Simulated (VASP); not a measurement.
Set up this calculation in VASP 6.6.1, as the native input.

```yaml
Task: single point
Functional: PBEsol
Potentials_or_basis: VASP PAW PBE potentials, release 64 (Sn_d)
Cutoff: 520 eV
k_mesh: 12 × 12 × 4
Occupations: fermi-dirac, width 0.1 eV
Spin: no spin polarisation
Dipole_correction: no
Further_INCAR_settings: ALGO = Normal; EDIFF = 1e-06; NBANDS = 36
```

The structure of Sn lies in POSCAR:

```
Sn
1.0
    3.4544575630      0.0000000000      0.0000000000
   -1.7272287815      2.9916480058      0.0000000000
    0.0000000000      0.0000000000     11.4212653210
Sn
4
Direct
    1.0000000000      1.0000000000      0.0000000000
    1.0000000000      1.0000000000      0.5000000000
    0.3333333333      0.6666666667      0.2500000000
    0.6666666667      0.3333333333      0.7500000000
```

This cell differs from its parent crystal: volume scaled by 1.12.

The input as run:

INCAR

```
SYSTEM = Sn
ALGO = Normal
EDIFF = 1E-6
ENCUT = 520
GGA = PS
ISIF = 2
ISMEAR = -1
LASPH = .True.
LCHARG = .False.
LREAL = .False.
LWAVE = .False.
NBANDS = 36
NELM = 80
PREC = Accurate
SIGMA = 0.1
```

KPOINTS

```
k-points
0
Gamma
  12 12 4
  0 0 0
```

Potentials or basis: VASP PAW PBE potentials, release 64 (Sn_d).

Command:

```bash
$ cat potpaw_PBE.64/Sn_d/POTCAR > POTCAR
$ mpirun -np 1 vasp_std > vasp.out
```

It gave:

```yaml
Pressure: -4.7 GPa
Band_gap_on_the_k_mesh: zero (band 28 reaches 12.48 eV, above the bottom of band 29 at 4.77 eV)
```

Caveat: the PAW data sets were made with another functional, which shifts forces and pressure a little; spin-orbit coupling is left out, which moves the levels of the heavy elements.

Wall time 98 s on 1 thread of Intel(R) Xeon(R) 6975P-C (Granite Rapids), with other jobs on the host, peak memory 0.35 GiB.
